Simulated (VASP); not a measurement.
Here is a VASP 6.6.1 calculation.

The input INCAR:

```
  PREC = Accurate
  ENCUT = 520
  EDIFF = 1E-7
  ISMEAR = 0
  SIGMA = 0.1
  LREAL = False
  LASPH = True
  NELM = 60
  ALGO = Fast
  ISIF = 2
  LWAVE = False
  LCHARG = True
  GGA = PE
  LELF = True
  LVHAR = True
  NBANDS = 29
```

Contents of KPOINTS:

```
regular mesh
0
Gamma
  12 12 8
```

File POSCAR:

```
Sc2GeSe
1.0
    3.8941173005      0.0000000000      0.0000000000
    0.0000000000      3.8941173005      0.0000000000
    0.0000000000      0.0000000000      5.4818296557
Sc Ge Se
2 1 1
Direct
    0.5000000000      0.5000000000      0.0000000000
    0.0000000000      0.0000000000      0.5000000000
    0.5000000000      0.5000000000      0.5000000000
    0.0000000000      0.0000000000      0.0000000000
```

Potentials or basis: VASP PAW PBE potentials, release 64 (Sc_sv, Ge_d, Se).

Run with:

```console
$ cat potpaw_PBE.64/Sc_sv/POTCAR potpaw_PBE.64/Ge_d/POTCAR potpaw_PBE.64/Se/POTCAR > POTCAR
$ mpirun -np 1 vasp_std > vasp.out
```

Task: Predict the band gap on the k mesh.

Result: Zero (bands 21 and 22 overlap by 1.47 eV).

Task: What does it give for the pressure?

Result: 0.2 GPa.
